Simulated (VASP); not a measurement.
# ZrB2 (I4/mcm) in VASP: relaxation of cell and atoms with PBE

Aim: the relaxation of cell and atoms of ZrB2 with PBE.

Everything below comes from runs of VASP 6.6.1. Logs are shortened: lines on timing, memory, paths and dates and some standing lists are left out, and cuts for length are marked.

**1. The cell of the first run**

The structure is tetragonal, space group I4/mcm (No. 140). Conventional cell: a = 5.307 Å, b = 5.307 Å, c = 4.418 Å, α = 90.00°, β = 90.00°, γ = 90.00°. Within 2.9 Å of Zr (site symmetry 422) lie 2 Zr at 2.21 Å and 8 B at 2.26 Å. B (site symmetry m2m) has 4 Zr at 2.26 Å and 11 B at 2.51 to 2.83 Å within 3.0 Å.

**2. Relaxation of cell and atoms, PBE**

Input file INCAR:

```
SYSTEM = ZrB2
ALGO = Normal
EDIFF = 1E-6
EDIFFG = -0.04
ENCUT = 600
GGA = PE
IBRION = 2
ISIF = 3
ISMEAR = 0
LASPH = .True.
LCHARG = .False.
LREAL = .False.
LWAVE = .False.
NELM = 80
NSW = 90
PREC = Accurate
SIGMA = 0.1
```

Input file KPOINTS:

```
k-points
0
Gamma
  6 6 6
  0 0 0
```

Input file POSCAR:

```
ZrB2
1.0
   -2.6536669143      2.6536669143      2.2089154102
    2.6536669143     -2.6536669143      2.2089154102
    2.6536669143      2.6536669143     -2.2089154102
Zr B
2 4
Direct
    0.2500000000      0.2500000000      0.0000000000
    0.7500000000      0.7500000000      0.0000000000
    0.6670000000      0.1670000000      0.8340000000
    0.1670000000      0.3330000000      0.5000000000
    0.3330000000      0.8330000000      0.1660000000
    0.8330000000      0.6670000000      0.5000000000
```

Potentials or basis: VASP PAW PBE potentials, release 64 (Zr_sv, B).

Launch:

```
cat potpaw_PBE.64/Zr_sv/POTCAR potpaw_PBE.64/B/POTCAR > POTCAR
mpirun -np 1 vasp_std > vasp.out
```

OUTCAR:

```text
SYSTEM = ZrB2
   EDIFF = 1E-6
   EDIFFG = -0.04
   ENCUT = 600
   GGA = PE
   IBRION = 2
   ISIF = 3
   ISMEAR = 0
   LASPH = .True.
   LREAL = .False.
   NELM = 80
   NSW = 90
   PREC = Accurate

 ion  position               nearest neighbor table
   1  0.250  0.250  0.000-   2 2.21   2 2.21   6 2.26   3 2.26   4 2.26   5 2.26   4 2.26   6 2.26
                             3 2.26   5 2.26   2 3.75   2 3.75   2 3.75   2 3.75
   2  0.750  0.750  0.000-   1 2.21   1 2.21   5 2.26   3 2.26   5 2.26   6 2.26   6 2.26   3 2.26
                             4 2.26   4 2.26   1 3.75   1 3.75   1 3.75   1 3.75
   3  0.667  0.167  0.834-   1 2.26   2 2.26   1 2.26   2 2.26
   4  0.167  0.333  0.500-   2 2.26   1 2.26   1 2.26   2 2.26
   5  0.333  0.833  0.166-   1 2.26   2 2.26   1 2.26   2 2.26
   6  0.833  0.667  0.500-   1 2.26   2 2.26   2 2.26   1 2.26

  LATTYP: Found a body centered tetragonal cell.
 ALAT       =     5.3073338286
 C/A-ratio  =     0.8324011572

  Lattice vectors:

 A1 = (  -2.6536669143,   2.6536669143,   2.2089154102)
 A2 = (   2.6536669143,  -2.6536669143,   2.2089154102)
 A3 = (   2.6536669143,   2.6536669143,  -2.2089154102)

Analysis of symmetry for initial positions (statically):
=====================================================================
 Subroutine PRICEL returns:
 Original cell was already a primitive cell.

 Routine SETGRP: Setting up the symmetry group for a
 body centered tetragonal supercell.

 Subroutine GETGRP returns: Found 16 space group operations
 (whereof  8 operations were pure point group operations)
 out of a pool of 16 trial point group operations.

The static configuration has the point symmetry C_4h.
 The point group associated with its full space group is D_4h.

Analysis of symmetry for dynamics (positions and initial velocities):
=====================================================================
 Subroutine PRICEL returns:
 Original cell was already a primitive cell.

 Routine SETGRP: Setting up the symmetry group for a
 body centered tetragonal supercell.

 Subroutine GETGRP returns: Found 16 space group operations
 (whereof  8 operations were pure point group operations)
 out of a pool of 16 trial point group operations.

The dynamic configuration has the point symmetry C_4h.
 The point group associated with its full space group is D_4h.

 Subroutine INISYM returns: Found 16 space group operations
 (whereof  8 operations are pure point group operations),
 and found     1 'primitive' translations

----------------------------------------------------------------------------------------

                                     Primitive cell

  volume of cell :      62.2203

  direct lattice vectors                    reciprocal lattice vectors
    -2.653666914  2.653666914  2.208915410     0.000000000  0.188418523  0.226355431
     2.653666914 -2.653666914  2.208915410     0.188418523  0.000000000  0.226355431
     2.653666914  2.653666914 -2.208915410     0.188418523  0.188418523  0.000000000

  length of vectors
     4.354676047  4.354676047  4.354676047     0.294513702  0.294513702  0.266464030

  position of ions in fractional coordinates (direct lattice)
     0.250000000  0.250000000  0.000000000
     0.750000000  0.750000000  0.000000000
     0.667000000  0.167000000  0.834000000
     0.167000000  0.333000000  0.500000000
     0.333000000  0.833000000  0.166000000
     0.833000000  0.667000000  0.500000000

  ion indices of the primitive-cell ions
   primitive index   ion index
                 1           1
                 2           2
                 3           3
                 4           4
                 5           5
                 6           6

----------------------------------------------------------------------------------------

 KPOINTS: k-points

Automatic generation of k-mesh.
 Grid dimensions read from file:
 generate k-points for:    6    6    6

 Generating k-lattice:

  Cartesian coordinates                     Fractional coordinates (reciprocal lattice)
     0.000000000  0.031403087  0.037725905     0.166666667  0.000000000 -0.000000000
     0.031403087  0.000000000  0.037725905     0.000000000  0.166666667 -0.000000000
     0.031403087  0.031403087  0.000000000     0.000000000  0.000000000  0.166666667

  Length of vectors
     0.049085617  0.049085617  0.044410672

  Shift w.r.t. Gamma in fractional coordinates (k-lattice)
     0.000000000  0.000000000  0.000000000

 Subroutine IBZKPT returns following result:
 ===========================================

 Found     30 irreducible k-points:

 Following reciprocal coordinates:
            Coordinates               Weight
  0.000000  0.000000  0.000000      1.000000
  0.166667  0.000000 -0.000000      8.000000
  0.333333  0.000000 -0.000000      8.000000
  0.500000  0.000000 -0.000000      4.000000
  0.166667  0.166667 -0.000000      8.000000
  0.333333  0.166667 -0.000000     16.000000
[... 16 lines left out ...]
 -0.333333 -0.333333  0.166667      8.000000
 -0.166667 -0.333333  0.166667      8.000000
 [... further k-points ...]
   k-points           NKPTS =     30   k-points in BZ     NKDIM =     30   number of bands    NBANDS=     22
   number of dos      NEDOS =    301   number of ions     NIONS =      6
   total plane-waves  NPLWV =  46656
   dimension x,y,z NGX =    36 NGY =   36 NGZ =   36
   dimension x,y,z NGXF=    72 NGYF=   72 NGZF=   72
   ions per type =               2   4
   NGX,Y,Z   is equivalent  to a cutoff of  13.74, 13.74, 13.74 a.u.
   NGXF,Y,Z  is equivalent  to a cutoff of  27.49, 27.49, 27.49 a.u.
 SYSTEM =  ZrB2
   PREC   = accura    normal or accurate (medium, high low for compatibility)
   ISTART =      0    job   : 0-new  1-cont  2-samecut
   ICHARG =      2    charge: 1-file 2-atom 10-const
   ISPIN  =      1    spin polarized calculation?
   LNONCOLLINEAR =      F non collinear calculations
   LSORBIT =      F    spin-orbit coupling
   LASPH  =      T    aspherical Exc in radial PAW
   ENCUT  =  600.0 eV  44.10 Ry    6.64 a.u.   8.70  8.70  8.70*2*pi/ulx,y,z
   NELM   =     80;   NELMIN=  2; NELMDL= -5     # of ELM steps
   EDIFF  = 0.1E-05   stopping-criterion for ELM
   LREAL  =      F    real-space projection
   EDIFFG = -.4E-01   stopping-criterion for IOM
   NSW    =     90    number of steps for IOM
   IBRION =      2    ionic relax: 0-MD 1-quasi-New 2-CG
   NFREE  =      1    steps in history (QN), initial steepest desc. (CG)
   ISIF   =      3    stress and relaxation
   ISYM   =      2    0-nonsym 1-usesym 2-fastsym
   POTIM  = 0.5000    time-step for ionic-motion
   TEBEG  =    0.0;   TEEND  =   0.0 temperature during run
   PSTRESS=    0.0 pullay stress
   NELECT =      36.0000    total number of electrons
   NUPDOWN=      -1.0000    fix difference up-down
   EMIN   =  10.00;   EMAX   =-10.00  energy-range for DOS
   EFERMI =   0.00;   METHOD = LEGACY
   ISMEAR =     0;   SIGMA  =   0.10  broadening in eV -4-tet -1-fermi 0-gaus
   EFERMI_NEDOS =   21; number of points for ismear=-14 and -15
   IALGO  =     38    algorithm
   IMIX   =      4    mixing-type and parameters
     AMIX     =   0.40;   BMIX     =  1.00
     AMIX_MAG =   1.60;   BMIX_MAG =  1.00
  volume/ion in A,a.u.               =      10.37        69.98
  Fermi-wavevector in a.u.,A,eV,Ry     =   1.364159  2.577887 25.319491  1.860930
  Thomas-Fermi vector in A             =   2.490499
   LORBIT       =      0    0 simple, 1 ext, 2 COOP (PROOUT), +10 PAW based schemes
   GGA     = PE    functional components
   LHFCALC =     F    Hartree Fock is set to
   AEXX    =    0.0000 exact exchange contribution
   IVDW    =     0    specifies the selected vdW correction
   LEPSILON=     F    determine dielectric tensor
   LRPA    =     F    only Hartree local field effects (RPA)
 conjugate gradient relaxation of ions
 non-spin polarized calculation
 Gauss-broadening in eV      SIGMA  =   0.10
  energy-cutoff  :      600.00
  volume of cell :       62.22
 maximum number of plane-waves:      2092
   NGX = 17   NGY = 17   NGZ = 17

--------------------------------------- Ionic step        1  -------------------------------------------

 number of electron      36.0000000 magnetization

 Free energy of the ion-electron system (eV)
  ---------------------------------------------------
  ext. energy  EPLUGINS =         0.00000000
  ---------------------------------------------------
  free energy    TOTEN  =       -30.32277244 eV

  energy without entropy =      -30.30630498  energy(sigma->0) =      -30.31453871

------------------------ aborting loop because EDIFF is reached ----------------------------------------

  FORCE on cell =-STRESS in cart. coord.  units (eV):
  Direction    XX          YY          ZZ          XY          YZ          ZX
  --------------------------------------------------------------------------------------
  -------------------------------------------------------------------------------------
  Total       20.6046056     20.6046056     42.3653083      0.0000000     -0.0000000      0.0000000
  in kB      530.5703701    530.5703701   1090.9103396      0.0000000     -0.0000000      0.0000000
  external PRESSURE =     717.3503599 kB  Pullay stress =       0.0000000 kB
[... 27 lines left out ...]
--------------------------------------- Ionic step        2  -------------------------------------------

 number of electron      35.9999999 magnetization

 E-fermi :   3.8270     XC(G=0):  -9.7345

 val. band max:        3.8266654746   @ k =   0.3333   0.3333  -0.0000
 cond. band min:       3.8293095344   @ k =   0.3333   0.0000  -0.0000
 fundamental gap:      0.0026440598
 Fermi energy:         3.8270353609

 k-point     1 :       0.0000    0.0000    0.0000
  band No.  band energies     occupation
      1     -45.0851      2.00000
      2     -44.9722      2.00000
      3     -23.4906      2.00000
      4     -23.0805      2.00000
      5     -23.0805      2.00000
      6     -22.9762      2.00000
[... 664 lines left out ...]
  FREE ENERGIE OF THE ION-ELECTRON SYSTEM (eV)
  ---------------------------------------------------
  free  energy   TOTEN  =       -35.5469986684 eV

  energy  without entropy=      -35.5234016729  energy(sigma->0) =      -35.53520017

[... ionic steps 4 to 32 ...]

--------------------------------------- Ionic step       33  -------------------------------------------

 number of electron      36.0000000 magnetization

------------------------ aborting loop because EDIFF is reached ----------------------------------------
[... 75 lines left out ...]
--------------------------------------- Ionic step       35  -------------------------------------------

 number of electron      36.0000000 magnetization

 Free energy of the ion-electron system (eV)
  ---------------------------------------------------
  ext. energy  EPLUGINS =         0.00000000
  ---------------------------------------------------
  free energy    TOTEN  =       -41.89013978 eV

  energy without entropy =      -41.87320612  energy(sigma->0) =      -41.88167295

 E-fermi :   7.4470     XC(G=0): -11.5076

 val. band max:        7.4131559875   @ k =   0.1667   0.1667  -0.0000
 cond. band min:       7.4502551137   @ k =   0.1667   0.1667  -0.0000
 fundamental gap:      0.0370991262
 Fermi energy:         7.4469824514

 k-point     1 :       0.0000    0.0000    0.0000
  band No.  band energies     occupation
      1     -40.1534      2.00000
      2     -40.0239      2.00000
      3     -18.5161      2.00000
      4     -18.5161      2.00000
      5     -18.3594      2.00000
      6     -18.3379      2.00000
[... 624 lines left out ...]
  FREE ENERGIE OF THE ION-ELECTRON SYSTEM (eV)
  ---------------------------------------------------
  free  energy   TOTEN  =       -41.8901397792 eV

  energy  without entropy=      -41.8732061233  energy(sigma->0) =      -41.88167295

 reached required accuracy - stopping structural energy minimisation
```

Wall time 21 min (1 thread of AMD EPYC 7R13 (Zen 3), shared host); peak memory 0.22 GiB.

Results:

```yaml
Free_energy: -41.8901 eV
Relaxed_volume: 12.35 Å³/atom
Relaxed_cell: a = 4.874 Å, b = 4.874 Å, c = 4.874 Å, α = 125.42°, β = 125.42°, γ = 80.84°
Space_group_after_relaxing_to_0.1_Å: P4/mmm (No. 123)
Energy_gained_by_relaxing: 1927.9 meV/atom
Ionic_steps: 35
Pressure_after_relaxing: -0.1 GPa
Largest_force_after_relaxing: 0.039 eV/Å
Band_gap_on_the_k_mesh: zero (bands 18 and 19 overlap by 3.15 eV)
```

Forces on the atoms (eV/Å):
```
Zr   0.000  0.000  0.000
Zr   0.000  0.000  0.000
B   -0.027 -0.027  0.000
B    0.027 -0.027  0.000
B    0.027  0.027  0.000
B   -0.027  0.027  0.000
```

Step by step:
```csv
step,energy change (eV),largest force (eV/Å),pressure (GPa),volume (Å³)
1,0.0000,0.8586,71.74,62.22
2,-3.8655,0.9726,-18.95,113.34
3,-5.2242,0.4405,-3.09,89.84
4,-5.2268,0.5134,-5.40,91.99
5,-6.9446,0.5303,-7.48,90.50
6,-10.4171,0.4866,-12.89,79.55
7,-10.5576,0.4545,-12.16,76.86
8,-10.5056,0.4727,-12.67,78.62
9,-10.1288,0.0826,28.36,61.72
10,-10.8396,0.3279,-0.09,71.28
11,-10.8403,0.3207,0.56,70.98
12,-10.8402,0.3170,0.88,70.83
13,-10.8714,0.3703,0.75,70.92
14,-10.9752,0.5037,0.42,71.16
15,-11.1471,0.5115,-0.70,71.62
16,-10.8755,0.1249,-5.26,72.34
17,-11.1643,0.4518,-1.34,71.77
18,-11.1698,0.4455,-1.31,71.77
19,-11.1858,0.4260,-1.26,71.78
20,-11.2150,0.3833,-1.14,71.80
21,-11.2603,0.2813,-1.00,71.83
22,-11.2867,0.0257,-1.06,71.89
23,-11.3383,0.0135,-0.32,71.81
24,-11.4545,0.0208,2.01,71.54
25,-11.5008,0.0829,7.06,70.91
26,-11.5134,0.0657,5.48,71.10
27,-11.5435,0.0733,3.35,72.12
28,-11.5630,0.0886,-0.64,74.19
29,-11.5635,0.0865,-0.10,73.90
30,-11.5641,0.0824,-0.03,73.89
31,-11.5654,0.0701,0.19,73.88
32,-11.5653,0.0456,0.64,73.85
33,-11.5658,0.0590,0.40,73.87
34,-11.5663,0.0539,0.28,73.93
35,-11.5674,0.0387,-0.15,74.11
```

Final structure:
```
Zr B
1.0
    -2.23460    2.23460    3.71046
     2.23460   -2.23460    3.71046
     2.23460    2.23460   -3.71046
Zr B
2 4
Direct
  0.25000 0.25000 0.00000
  0.75000 0.75000 0.00000
  0.75208 0.25208 0.00415
  0.25208 0.24792 0.50000
  0.24792 0.74792 0.99585
  0.74792 0.75208 0.50000
```

Levels at points of the mesh, in eV from the Fermi level:
| k point | band 14 | band 15 | band 16 | band 17 | band 18 | band 19 | band 20 | band 21 | band 22 |
| --- | --- | --- | --- | --- | --- | --- | --- | --- | --- |
| (0.00, 0.00, 0.00) | -2.28 | -1.31 | -1.10 | -0.48 | -0.19 | -0.19 | 1.25 | 1.25 | 3.46 |
| (0.50, 0.00, 0.00) | -3.44 | -1.99 | -1.99 | -0.48 | -0.48 | 1.12 | 1.12 | 3.09 | 3.09 |
| (0.50, 0.50, 0.00) | -2.51 | -0.89 | -0.46 | -0.24 | 1.15 | 2.06 | 2.77 | 3.03 | 3.05 |
| (0.50, 0.50, 0.50) | -3.81 | -2.03 | -2.03 | -1.83 | -1.82 | -1.82 | 2.03 | 2.24 | 2.71 |

Caveat: the volume moved by over 15 % at a fixed basis, so the end points are rough.

The gap in the log of VASP goes by the Fermi energy; the results here count the filled bands.